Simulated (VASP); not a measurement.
Input of a VASP 6.6.1 run:

Contents of INCAR:

```
AGGAC = 1.0 ; AGGAX = 1.0
ALDAC = 0.0 ; ALDAX = 1.0
ALGO = Normal ; EDIFF = 1E-7
EDIFFG = -0.01 ; ENCUT = 600
GGA = B5 ; IBRION = 2
ISIF = 3 ; ISMEAR = -1
IVDW = 12 ; LASPH = True
LCHARG = False ; LREAL = False
LWAVE = False ; NELM = 60
NSW = 60 ; PREC = Accurate
SIGMA = 0.05 ; VDW_A1 = 0.4298
VDW_A2 = 4.2359 ; VDW_S6 = 1.0
VDW_S8 = 2.6996
```

Contents of KPOINTS:

```
k-points
0
Gamma
  7 7 7
```

POSCAR

```
SnTe
1.0
    3.9047000000      0.0000000000      0.0000000000
    0.0000000000      3.9047000000      0.0000000000
    0.0000000000      0.0000000000      3.9047000000
Te Sn
1 1
Direct
    0.5000000000      0.5000000000      0.5000000000
    0.0000000000      0.0000000000      0.0000000000
```

Potentials or basis: VASP PAW PBE potentials, release 64 (Te, Sn_d).

Command:

```bash
$ cat potpaw_PBE.64/Te/POTCAR potpaw_PBE.64/Sn_d/POTCAR > POTCAR
$ mpirun -np 1 vasp_std > vasp.out
```

Question: What does it give for the band gap on the k mesh?

Answer: Zero (band 10 reaches 8.05 eV, above the bottom of band 11 at 7.03 eV).

Question: Predict the space group after relaxing (to 0.05 Å).

Answer: Pm-3m (No. 221).

The path:
```tsv
step	energy change (eV)	largest force (eV/Å)	pressure (GPa)	volume (Å³)
1	0.0000	0.0000	-0.69	59.53
2	-0.0040	0.0000	-0.39	58.44
3	-0.0049	0.0000	-0.09	57.87
4	-0.0049	0.0000	0.01	57.71
```

Caveat: the PAW data sets were made with another functional, which shifts forces and pressure a little; spin-orbit coupling is left out, which moves the levels of the heavy elements; pairwise dispersion overbinds metals, which lowers pressure and volume.
